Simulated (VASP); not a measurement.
A run of VASP 6.6.1 is set up as follows.

File INCAR:

```
SYSTEM = SrLa
PREC = Accurate
ENCUT = 520
EDIFF = 1E-6
ISMEAR = 0
SIGMA = 0.1
LREAL = .False.
LASPH = .True.
NELM = 80
ALGO = Normal
ISIF = 2
LWAVE = .False.
LCHARG = .False.
NBANDS = 18
```

Contents of KPOINTS:

```
Automatic mesh
0
Gamma
  5 5 5
  0 0 0
```

The input POSCAR:

```
SrLa
1.0
    4.3008327409      0.0000000000      0.0000000000
    0.0000000000      4.3008327409      0.0000000000
    0.0000000000      0.0000000000      4.3008327409
La Sr
1 1
Direct
    0.0000000000      0.0000000000      0.0000000000
    0.5000000000      0.5000000000      0.5000000000
```

Potentials or basis: VASP PAW LDA potentials, release 64 (La, Sr_sv).

Launch:

```bash
$ cat potpaw_LDA.64/La/POTCAR potpaw_LDA.64/Sr_sv/POTCAR > POTCAR
$ mpirun -np 1 vasp_std > vasp.out
```

Task: Estimate the pressure.

Result: 0.0 GPa.
